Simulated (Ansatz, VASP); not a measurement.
## Be: VASP beside Ansatz

```
Be
1.0
     5.30884    0.00000    0.00000
     0.00000    5.30884    0.00000
     0.00000    0.00000    4.23351
Be
12
Direct
  0.83550 0.83550 0.62500
  0.16450 0.16450 0.12500
  0.16450 0.83550 0.37500
  0.83550 0.16450 0.87500
  0.23534 0.52675 0.00208
  0.76466 0.47325 0.50208
  0.47325 0.23534 0.75208
  0.52675 0.76466 0.25208
  0.76466 0.52675 0.99792
  0.23534 0.47325 0.49792
  0.52675 0.23534 0.24792
  0.47325 0.76466 0.74792
```

Alike in both runs: functional PBE; k mesh 8 × 8 × 10; occupations gaussian, width 0.1 eV; no spin polarisation.

Ansatz relaxed the structure, and its values are those at the end. VASP's run is a single point on that final structure, the one shown.

```csv
,VASP,Ansatz
version,VASP 6.6.1,Ansatz 0.2.0
potentials or method,"VASP PAW PBE potentials, release 64 (Be), cutoff 520 eV","scalar-relativistic, plane waves, PAW"
valence electrons in the cell,24,24
```

```tsv
	VASP	Ansatz	Ansatz less VASP
gap on the k mesh at the Fermi level (eV)	none	none	-
pressure (GPa)	0.1	0.0	-0.12
rms of the force components (eV/Å)	0.005	0.000	-0.0051
```

A gap of «none» marks a metal or a gap that the smearing closes.
